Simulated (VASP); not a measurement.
**KI: electric field gradients with PBE**

KI:

```xyz
2
Lattice="0.0000 3.5246 3.5246 3.5246 0.0000 3.5246 3.5246 3.5246 0.0000" Properties=species:S:1:pos:R:3 pbc="T T T"
K     0.1200    0.0000    0.0000
I     3.5246    3.5246    3.5246
```

This cell differs from its parent crystal: atom 1 (K) moved by [0.12, 0.0, 0.0] A.

```json
{
  "Program": "VASP 6.6.1",
  "Task": "electric field gradients",
  "Functional": "PBE",
  "Potentials or basis": "VASP PAW PBE potentials, release 64 (K_sv, I)",
  "Cutoff": "520 eV",
  "k mesh": "6 × 6 × 6",
  "Occupations": "fermi-dirac, width 0.02 eV",
  "Spin": "no spin polarisation",
  "Dipole correction": "no",
  "Further INCAR settings": "ALGO = Normal; EDIFF = 1e-08; NBANDS = 15"
}
```

* Pressure: 0.8 GPa
* Largest force: 0.141 eV/Å
* Band gap on the k mesh: 3.98 eV, direct

Forces on the atoms (eV/Å):
```
K   -0.141  0.000  0.000
I    0.141  0.000  0.000
```

Stress tensor (GPa, compression positive):
```
0.92 0.00 0.00
0.00 0.69 0.00
0.00 0.00 0.69
```

Levels at points of the mesh, in eV from the valence-band top:
```
           k point  band 6  band 7  band 8  band 9  band 10  band 11
(0.00, 0.00, 0.00)    0.00    0.00    0.00    3.98     6.50     6.51
(0.50, 0.00, 0.00)   -1.33   -0.34   -0.34    5.53     7.70     8.15
(0.50, 0.50, 0.00)   -1.00   -0.37   -0.37    4.94     5.78     8.11
(0.00, 0.50, 0.50)   -1.00   -0.37   -0.37    4.93     5.79     8.12
```

Electric field gradients, principal values (V/Å²):
```tsv
atom	least	middle	greatest (by size)
1 K	0.332	0.332	-0.664
2 I	1.314	1.314	-2.628
```

Wall time 88 s on 1 thread of AMD EPYC 7R43 64-Core Processor (Zen 3), with other jobs on the host, peak memory 0.21 GiB.

Caveat: the cell differs from its parent crystal (atom 1 (K) moved by [0.12, 0.0, 0.0] A); without QUAD_EFG the Cq values of the log hold for a quadrupole moment of 1 mb, not for the nuclei; spin-orbit coupling is left out, which moves the levels of the heavy elements.
